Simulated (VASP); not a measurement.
Set up this calculation in VASP 6.6.1, as the native input.

| Item | Value |
| --- | --- |
| Task | single point |
| Functional | HSE06 |
| Potentials or basis | VASP PAW PBE potentials, release 64 (Bi_d, Te) |
| Cutoff | 520 eV |
| k mesh | 4 × 4 × 4 |
| Occupations | fermi-dirac, width 0.05 eV |
| Spin | no spin polarisation |
| Dipole correction | no |
| Grid for exact exchange (PRECFOCK) | Normal |
| Further INCAR settings | ALGO = Normal; EDIFF = 1e-07; NBANDS = 18 |
| Share of exact exchange | 0.25 |
| Screening parameter | 0.2079 1/Å |

The system is BiTe.

```
Bi Te
1.0
     0.00000    3.27757    3.27757
     3.27757    0.00000    3.27757
     3.27757    3.27757    0.00000
Bi Te
1 1
Direct
  0.00000 0.00000 0.00000
  0.50000 0.50000 0.50000
```

One way to write it, as run:

POSCAR

```
BiTe
1.0
    0.0000000000      3.2775706714      3.2775706714
    3.2775706714      0.0000000000      3.2775706714
    3.2775706714      3.2775706714      0.0000000000
Bi Te
1 1
Direct
    0.0000000000      0.0000000000      0.0000000000
    0.5000000000      0.5000000000      0.5000000000
```

INCAR.step1

```
  PREC = Accurate
  ENCUT = 520
  EDIFF = 1E-5
  ISMEAR = -1
  SIGMA = 0.05
  LREAL = False
  LASPH = True
  NELM = 60
  ALGO = Normal
  ISIF = 2
  LWAVE = True
  NBANDS = 18
  GGA = PE
```

INCAR.step2

```
  PREC = Accurate
  ENCUT = 520
  EDIFF = 1E-7
  ISMEAR = -1
  SIGMA = 0.05
  LREAL = False
  LASPH = True
  NELM = 60
  ALGO = Normal
  ISIF = 2
  LWAVE = False
  LCHARG = True
  GGA = PE
  LHFCALC = True
  HFSCREEN = 0.2079
  PRECFOCK = Normal
  LELF = True
  LVHAR = True
  NBANDS = 18
  ISTART = 1
```

KPOINTS

```
Automatic mesh
0
Gamma
  4 4 4
```

Potentials or basis: VASP PAW PBE potentials, release 64 (Bi_d, Te).

The run is started by

```sh
$ cat potpaw_PBE.64/Bi_d/POTCAR potpaw_PBE.64/Te/POTCAR > POTCAR
$ cp INCAR.step1 INCAR
$ mpirun -np 1 vasp_std > vasp.out
$ cp INCAR.step2 INCAR
$ mpirun -np 1 vasp_std > vasp.out
```

Results of the run:

```yaml
Pressure: -3.0 GPa
Band_gap_on_the_k_mesh: zero (an odd number of electrons rules out a gap without spin polarisation)
```

Caveat: the k points lie up to 0.42 Å⁻¹ apart, too coarse for converged energies and pressures of a metal; the PAW data sets were made with another functional, which shifts forces and pressure a little; spin-orbit coupling is left out, which moves the levels of the heavy elements.

Wall time 44 min on 1 thread of Intel Xeon 8259CL, on a shared host, peak memory 0.33 GiB.
